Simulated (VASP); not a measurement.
# CaO (F-43m) in VASP: density of states with PBE

Aim: the density of states of CaO with PBE.

Program: VASP 6.6.1. These are calculated values, not measurements. Logs are shortened: lines on timing, memory, paths and dates and some standing lists are left out, and cuts for length are marked.

## 1. The cell of the first run

It takes space group F-43m (No. 216, cubic). The conventional cell has a = 5.243 Å, b = 5.243 Å, c = 5.243 Å, α = 90.00°, β = 90.00°, γ = 90.00°. Within 3.0 Å of Ca (site symmetry -43m) lie 4 O at 2.27 Å. Within 3.0 Å of O (site symmetry -43m) lie 4 Ca at 2.27 Å.

## 2. Density of states, PBE

The input, POSCAR:

```
CaO
1.0
    0.0000000000      2.6217062096      2.6217062096
    2.6217062096      0.0000000000      2.6217062096
    2.6217062096      2.6217062096      0.0000000000
Ca O
1 1
Direct
    0.0000000000      0.0000000000      0.0000000000
    0.2500000000      0.2500000000      0.2500000000
```

The input, INCAR.step1:

```
  PREC = Accurate
  ENCUT = 520
  EDIFF = 1E-6
  ISMEAR = 0
  SIGMA = 0.02
  LREAL = F
  LASPH = T
  NELM = 60
  ALGO = Normal
  ISIF = 2
  LWAVE = F
  LCHARG = T
  GGA = PE
  NBANDS = 15
```

The input, KPOINTS.step1:

```
Automatic mesh
0
Gamma
  8 8 8
```

The input, INCAR.step2:

```
  PREC = Accurate
  ENCUT = 520
  EDIFF = 1E-6
  ISMEAR = -5
  SIGMA = 0.02
  LREAL = F
  LASPH = T
  NELM = 60
  ALGO = Normal
  ISIF = 2
  LWAVE = F
  LCHARG = F
  GGA = PE
  LORBIT = 11
  NBANDS = 15
  NEDOS = 2001
  ICHARG = 11
```

The input, KPOINTS.step2:

```
Automatic mesh
0
Gamma
  12 12 12
```

Potentials or basis: VASP PAW PBE potentials, release 64 (Ca_sv, O).

Launch:

```bash
> cat potpaw_PBE.64/Ca_sv/POTCAR potpaw_PBE.64/O/POTCAR > POTCAR
> cp INCAR.step1 INCAR
> cp KPOINTS.step1 KPOINTS
> mpirun -np 1 vasp_std > vasp.out
> cp INCAR.step2 INCAR
> cp KPOINTS.step2 KPOINTS
> mpirun -np 1 vasp_std > vasp.out
```

OUTCAR:

```text
PREC = Accurate
   ENCUT = 520
   EDIFF = 1E-6
   ISMEAR = -5
   LREAL = F
   LASPH = T
   NELM = 60
   ISIF = 2
   GGA = PE
   LORBIT = 11
   ICHARG = 11

 ion  position               nearest neighbor table
   1  0.000  0.000  0.000-   2 2.27   2 2.27   2 2.27   2 2.27
   2  0.250  0.250  0.250-   1 2.27   1 2.27   1 2.27   1 2.27

  LATTYP: Found a face centered cubic cell.
 ALAT       =     5.2434124192

  Lattice vectors:

 A1 = (   0.0000000000,   2.6217062096,   2.6217062096)
 A2 = (   2.6217062096,   0.0000000000,   2.6217062096)
 A3 = (   2.6217062096,   2.6217062096,   0.0000000000)

Analysis of symmetry for initial positions (statically):
=====================================================================
 Subroutine PRICEL returns:
 Original cell was already a primitive cell.

 Routine SETGRP: Setting up the symmetry group for a
 face centered cubic supercell.

 Subroutine GETGRP returns: Found 24 space group operations
 (whereof 24 operations were pure point group operations)
 out of a pool of 48 trial point group operations.

The static configuration has the point symmetry T_d .

Analysis of symmetry for dynamics (positions and initial velocities):
=====================================================================
 Subroutine PRICEL returns:
 Original cell was already a primitive cell.

 Routine SETGRP: Setting up the symmetry group for a
 face centered cubic supercell.

 Subroutine GETGRP returns: Found 24 space group operations
 (whereof 24 operations were pure point group operations)
 out of a pool of 48 trial point group operations.

The dynamic configuration has the point symmetry T_d .

 Subroutine INISYM returns: Found 24 space group operations
 (whereof 24 operations are pure point group operations),
 and found     1 'primitive' translations

----------------------------------------------------------------------------------------

                                     Primitive cell

  volume of cell :      36.0398

  direct lattice vectors                    reciprocal lattice vectors
     0.000000000  2.621706210  2.621706210    -0.190715496  0.190715496  0.190715496
     2.621706210  0.000000000  2.621706210     0.190715496 -0.190715496  0.190715496
     2.621706210  2.621706210  0.000000000     0.190715496  0.190715496 -0.190715496

  length of vectors
     3.707652478  3.707652478  3.707652478     0.330328929  0.330328929  0.330328929

  position of ions in fractional coordinates (direct lattice)
     0.000000000  0.000000000  0.000000000
     0.250000000  0.250000000  0.250000000

  ion indices of the primitive-cell ions
   primitive index   ion index
                 1           1
                 2           2

----------------------------------------------------------------------------------------

 KPOINTS: Automatic mesh

Automatic generation of k-mesh.
 Grid dimensions read from file:
 generate k-points for:   12   12   12

 Generating k-lattice:

  Cartesian coordinates                     Fractional coordinates (reciprocal lattice)
    -0.015892958  0.015892958  0.015892958     0.083333333  0.000000000  0.000000000
     0.015892958 -0.015892958  0.015892958     0.000000000  0.083333333  0.000000000
     0.015892958  0.015892958 -0.015892958     0.000000000  0.000000000  0.083333333

  Length of vectors
     0.027527411  0.027527411  0.027527411

  Shift w.r.t. Gamma in fractional coordinates (k-lattice)
     0.000000000  0.000000000  0.000000000

 TETIRR: Found    247 inequivalent tetrahedra from    10368

 Subroutine IBZKPT returns following result:
 ===========================================

 Found     72 irreducible k-points:

 Following reciprocal coordinates:
            Coordinates               Weight
  0.000000  0.000000  0.000000      1.000000
  0.083333  0.000000  0.000000      8.000000
  0.166667  0.000000  0.000000      8.000000
  0.250000  0.000000  0.000000      8.000000
  0.333333  0.000000  0.000000      8.000000
  0.416667  0.000000  0.000000      8.000000
[... 16 lines left out ...]
  0.500000  0.166667  0.000000     24.000000
 -0.416667  0.166667  0.000000     24.000000
 [... further k-points ...]
   k-points           NKPTS =     72   k-points in BZ     NKDIM =     72   number of bands    NBANDS=     15
   number of dos      NEDOS =   2001   number of ions     NIONS =      2
   total plane-waves  NPLWV =  21952
   dimension x,y,z NGX =    28 NGY =   28 NGZ =   28
   dimension x,y,z NGXF=    56 NGYF=   56 NGZF=   56
   ions per type =               1   1
   NGX,Y,Z   is equivalent  to a cutoff of  12.55, 12.55, 12.55 a.u.
   NGXF,Y,Z  is equivalent  to a cutoff of  25.11, 25.11, 25.11 a.u.
 SYSTEM =  unknown system
   PREC   = accura    normal or accurate (medium, high low for compatibility)
   ISTART =      0    job   : 0-new  1-cont  2-samecut
   ICHARG =     11    charge: 1-file 2-atom 10-const
   ISPIN  =      1    spin polarized calculation?
   LNONCOLLINEAR =      F non collinear calculations
   LSORBIT =      F    spin-orbit coupling
   LASPH  =      T    aspherical Exc in radial PAW
   ENCUT  =  520.0 eV  38.22 Ry    6.18 a.u.   6.89  6.89  6.89*2*pi/ulx,y,z
   NELM   =     60;   NELMIN=  2; NELMDL=  0     # of ELM steps
   EDIFF  = 0.1E-05   stopping-criterion for ELM
   LREAL  =      F    real-space projection
   EDIFFG = 0.1E-04   stopping-criterion for IOM
   NSW    =      0    number of steps for IOM
   IBRION =     -1    ionic relax: 0-MD 1-quasi-New 2-CG
   NFREE  =      0    steps in history (QN), initial steepest desc. (CG)
   ISIF   =      2    stress and relaxation
   ISYM   =      2    0-nonsym 1-usesym 2-fastsym
   POTIM  = 0.5000    time-step for ionic-motion
   TEBEG  =    0.0;   TEEND  =   0.0 temperature during run
   PSTRESS=    0.0 pullay stress
   NELECT =      16.0000    total number of electrons
   NUPDOWN=      -1.0000    fix difference up-down
   EMIN   =  10.00;   EMAX   =-10.00  energy-range for DOS
   EFERMI =   0.00;   METHOD = LEGACY
   ISMEAR =    -5;   SIGMA  =   0.02  broadening in eV -4-tet -1-fermi 0-gaus
   EFERMI_NEDOS =   21; number of points for ismear=-14 and -15
   IALGO  =     38    algorithm
   IMIX   =      4    mixing-type and parameters
     AMIX     =   0.40;   BMIX     =  1.00
     AMIX_MAG =   1.60;   BMIX_MAG =  1.00
  volume/ion in A,a.u.               =      18.02       121.60
  Fermi-wavevector in a.u.,A,eV,Ry     =   1.248880  2.360041 21.221033  1.559702
  Thomas-Fermi vector in A             =   2.382947
   LORBIT       =     11    0 simple, 1 ext, 2 COOP (PROOUT), +10 PAW based schemes
   GGA     = PE    functional components
   LHFCALC =     F    Hartree Fock is set to
   AEXX    =    0.0000 exact exchange contribution
   IVDW    =     0    specifies the selected vdW correction
   LEPSILON=     F    determine dielectric tensor
   LRPA    =     F    only Hartree local field effects (RPA)
 non-spin polarized calculation
 Fermi weights with tetrahedron method with Bloechl corrections
  energy-cutoff  :      520.00
  volume of cell :       36.04
 maximum number of plane-waves:       982

 number of electron      16.0000002 magnetization

 Free energy of the ion-electron system (eV)
  ---------------------------------------------------
  ext. energy  EPLUGINS =         0.00000000
  ---------------------------------------------------
  free energy    TOTEN  =       -12.44446064 eV

  energy without entropy =      -12.44446064  energy(sigma->0) =      -12.44446064

 E-fermi :   0.4274     XC(G=0):  -8.9683

 val. band max:        0.4033917944   @ k =  -0.2500   0.5000   0.2500
 cond. band min:       3.6711239657   @ k =   0.0000   0.0000   0.0000
 fundamental gap:      3.2677321713
 Fermi energy:         0.4274129035

 k-point     1 :       0.0000    0.0000    0.0000
  band No.  band energies     occupation
      1     -36.8199      2.00000
      2     -17.7628      2.00000
      3     -17.7628      2.00000
      4     -17.7628      2.00000
      5     -14.3611      2.00000
      6      -0.1908      2.00000
      7      -0.1908      2.00000
      8      -0.1908      2.00000
      9       3.6711      0.00000
     10       8.3054      0.00000
     11       8.3054      0.00000
     12       9.8941      0.00000
     13       9.8941      0.00000
     14       9.8941      0.00000
     15      16.7912      0.00000

 k-point     2 :       0.0833    0.0000    0.0000
  band No.  band energies     occupation
      1     -36.8171      2.00000
      2     -17.8144      2.00000
      3     -17.7662      2.00000
      4     -17.7662      2.00000
      5     -14.3100      2.00000
      6      -0.2782      2.00000
      7      -0.1715      2.00000
      8      -0.1715      2.00000
      9       3.9257      0.00000
     10       8.2193      0.00000
     11       8.2193      0.00000
     12       9.7880      0.00000
     13       9.9713      0.00000
     14       9.9713      0.00000
     15      15.8581      0.00000

 k-point     3 :       0.1667    0.0000    0.0000
  band No.  band energies     occupation
      1     -36.8095      2.00000
      2     -17.9474      2.00000
      3     -17.7754      2.00000
      4     -17.7754      2.00000
      5     -14.1794      2.00000
      6      -0.4513      2.00000
      7      -0.1205      2.00000
      8      -0.1205      2.00000
      9       4.5621      0.00000
     10       8.0611      0.00000
     11       8.0611      0.00000
     12       9.5263      0.00000
     13      10.0953      0.00000
     14      10.0953      0.00000
     15      14.4397      0.00000

 k-point     4 :       0.2500    0.0000    0.0000
  band No.  band energies     occupation
      1     -36.7991      2.00000
      2     -18.1137      2.00000
      3     -17.7880      2.00000
      4     -17.7880      2.00000
      5     -14.0198      2.00000
      6      -0.5796      2.00000
      7      -0.0551      2.00000
      8      -0.0551      2.00000
      9       5.3279      0.00000
     10       7.9714      0.00000
     11       7.9714      0.00000
     12       9.2195      0.00000
     13      10.1169      0.00000
     14      10.1169      0.00000
     15      13.1819      0.00000
[... 307 lines left out ...]
 k-point    22 :       0.4167    0.1667    0.0000
  band No.  band energies     occupation
      1     -36.7802      2.00000
      2     -18.3231      2.00000
      3     -17.8593      2.00000
      4     -17.8322      2.00000
      5     -13.7576      2.00000
      6      -0.6447      2.00000
      7       0.0197      2.00000
      8       0.1252      2.00000
      9       6.1154      0.00000
     10       7.1082      0.00000
     11       8.5658      0.00000
     12       9.3937      0.00000
     13       9.7792      0.00000
     14      10.2954      0.00000
     15      12.7211      0.00000

 k-point    23 :       0.5000    0.1667    0.0000
  band No.  band energies     occupation
      1     -36.7749      2.00000
      2     -18.3846      2.00000
      3     -17.8822      2.00000
      4     -17.8329      2.00000
      5     -13.6932      2.00000
      6      -0.5335      2.00000
      7      -0.0185      2.00000
      8       0.1439      2.00000
      9       6.0982      0.00000
     10       7.3463      0.00000
     11       8.3917      0.00000
     12       9.4304      0.00000
     13       9.7708      0.00000
     14      10.3797      0.00000
     15      12.3669      0.00000

 k-point    24 :      -0.4167    0.1667    0.0000
  band No.  band energies     occupation
      1     -36.7742      2.00000
      2     -18.3902      2.00000
      3     -17.8949      2.00000
      4     -17.8260      2.00000
      5     -13.6850      2.00000
      6      -0.4611      2.00000
      7      -0.0659      2.00000
      8       0.1312      2.00000
      9       6.0834      0.00000
     10       7.6060      0.00000
     11       8.0820      0.00000
     12       9.3711      0.00000
     13       9.9241      0.00000
     14      10.3684      0.00000
     15      12.3354      0.00000

 [... further k-points ...]

------------------------ aborting loop because EDIFF is reached ----------------------------------------

  FORCE on cell =-STRESS in cart. coord.  units (eV):
  Direction    XX          YY          ZZ          XY          YZ          ZX
  --------------------------------------------------------------------------------------
  -------------------------------------------------------------------------------------
  Total        0.0988381      0.0988381      0.0988381      0.0000000      0.0000000      0.0000000
  in kB        4.3939274      4.3939274      4.3939274      0.0000000      0.0000000      0.0000000
  external PRESSURE =       4.3939274 kB  Pullay stress =       0.0000000 kB

 VOLUME and BASIS-vectors are now :
 -----------------------------------------------------------------------------
  energy-cutoff  :      520.00
  volume of cell :       36.04
      direct lattice vectors                 reciprocal lattice vectors
     0.000000000  2.621706210  2.621706210    -0.190715496  0.190715496  0.190715496
     2.621706210  0.000000000  2.621706210     0.190715496 -0.190715496  0.190715496
     2.621706210  2.621706210  0.000000000     0.190715496  0.190715496 -0.190715496

 POSITION                                       TOTAL-FORCE (eV/Angst)
 -----------------------------------------------------------------------------------
      0.00000      0.00000      0.00000        -0.000000     -0.000000     -0.000000
      1.31085      1.31085      1.31085         0.000000      0.000000      0.000000
 -----------------------------------------------------------------------------------
    total drift:                               -0.000000     -0.000000     -0.000000

  FREE ENERGIE OF THE ION-ELECTRON SYSTEM (eV)
  ---------------------------------------------------
  free  energy   TOTEN  =       -12.4444606405 eV

  energy  without entropy=      -12.4444606405  energy(sigma->0) =      -12.44446064

 total charge

# of ion       s       p       d       tot
------------------------------------------
    1        2.046   5.871   0.325   8.242
    2        1.555   3.441   0.000   4.997
--------------------------------------------------
tot          3.601   9.312   0.325  13.238
```

Run time: 59 s. Hardware: 1 thread of AMD EPYC 7R13 (Zen 3), shared host; peak memory 0.14 GiB.

Results:

```
Valence electrons inside the program's atomic spheres : Ca 8.24; O 5.00
```
